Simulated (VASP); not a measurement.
Here is a VASP 6.6.1 calculation.

File INCAR:

```
PREC = Accurate
ENCUT = 600
EDIFF = 1E-6
ISMEAR = 0
SIGMA = 0.1
LREAL = False
LASPH = True
NELM = 80
ALGO = Fast
ISIF = 3
LWAVE = False
LCHARG = False
GGA = PE
IBRION = 2
NSW = 100
EDIFFG = -0.01
```

KPOINTS

```
regular mesh
0
Gamma
  18 18 18
```

The input POSCAR:

```
Hg
1.0
    2.2079865764      1.2747816443      1.7105297006
   -2.2079865764      1.2747816443      1.7105297006
    0.0000000000     -2.5495632885      1.7105297006
Hg
1
Direct
    0.0000000000      0.0000000000      0.0000000000
```

Potentials or basis: VASP PAW PBE potentials, release 64 (Hg).

Run with:

```bash
$ cat potpaw_PBE.64/Hg/POTCAR > POTCAR
$ mpirun -np 1 vasp_std > vasp.out
```

(1) What does it give for the relaxed volume?

(2) What does it give for the band gap on the k mesh?

(3) What does it give for the space group after relaxing (to 0.05 Å)?

Results:

(1) 30.14 Å³/atom.

(2) zero (band 6 reaches 4.72 eV, above the bottom of band 7 at -0.05 eV).

(3) R-3m (No. 166).

Caveat: spin-orbit coupling is left out, which moves the levels of the heavy elements.
